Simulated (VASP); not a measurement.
Runs of VASP 6.6.1 on BeTe. The structure is that of space group F-43m (No. 216), or close to it. The cells are those of the table. 

```csv
task,cell,k mesh,cutoff (eV),smearing,gap on the mesh (eV),pressure (GPa)
single point,"a = 4.011 Å, angles 60.0, 60.0, 90.0°, 2 atoms",8 × 8 × 8,520,gaussian 0.01 eV,1.91,-1.8
relaxation of cell and atoms,"relaxed to 4 GPa from a = 3.964 Å, angles 60.0, 60.0, 90.0°, 2 atoms",8 × 8 × 8,600,gaussian 0.01 eV,1.67,4.0
single point,"a = 3.839 Å, angles 60.0, 60.0, 90.0°, 2 atoms",8 × 8 × 8,520,gaussian 0.01 eV,1.56,(a)
single point,"a = 3.797 Å, angles 60.0, 60.0, 90.0°, 2 atoms",8 × 8 × 8,520,gaussian 0.01 eV,1.47,(b)
single point,"a = 3.964 Å, angles 60.0, 60.0, 90.0°, 2 atoms",12 × 12 × 12,520,fermi-dirac 0.05 eV,1.82,0.2
single point,"a = 3.923 Å, angles 60.0, 60.0, 90.0°, 2 atoms",8 × 8 × 8,520,gaussian 0.01 eV,1.74,2.2
relaxation of cell and atoms,"relaxed to 7 GPa from a = 3.964 Å, angles 60.0, 60.0, 90.0°, 2 atoms",8 × 8 × 8,600,gaussian 0.01 eV,1.57,7.0
single point,"a = 3.886 Å, angles 60.0, 60.0, 90.0°, 2 atoms",8 × 8 × 8,520,gaussian 0.01 eV,1.66,4.3
relaxation of cell and atoms,"relaxed to -2 GPa from a = 3.964 Å, angles 60.0, 60.0, 90.0°, 2 atoms",8 × 8 × 8,600,gaussian 0.01 eV,1.91,-2.0
single point,"a = 3.738 Å, angles 60.0, 60.0, 90.0°, 2 atoms",8 × 8 × 8,520,gaussian 0.01 eV,1.32,15.4
relaxation of cell and atoms,"relaxed to 2 GPa from a = 3.964 Å, angles 60.0, 60.0, 90.0°, 2 atoms",8 × 8 × 8,600,gaussian 0.01 eV,1.75,2.0
relaxation of cell and atoms,"relaxed to 10 GPa from a = 3.964 Å, angles 60.0, 60.0, 90.0°, 2 atoms",8 × 8 × 8,600,gaussian 0.01 eV,1.48,10.0
```

Alike in all rows: level PBEsol; potentials or basis VASP PAW PBE potentials, release 64 (Be, Te); no spin polarisation.

**Question.** Estimate the missing entries.

**Answer.** (a) 7.3; (b) 10.4.

Caveats: the PAW data sets were made with another functional, which shifts forces and pressure a little; spin-orbit coupling is left out, which moves the levels of the heavy elements; the cell is relaxed towards a set pressure, so the enthalpy falls and the energy may rise (some runs).

A k mesh can miss the band edges, and the runs leave out spin-orbit coupling on Te.
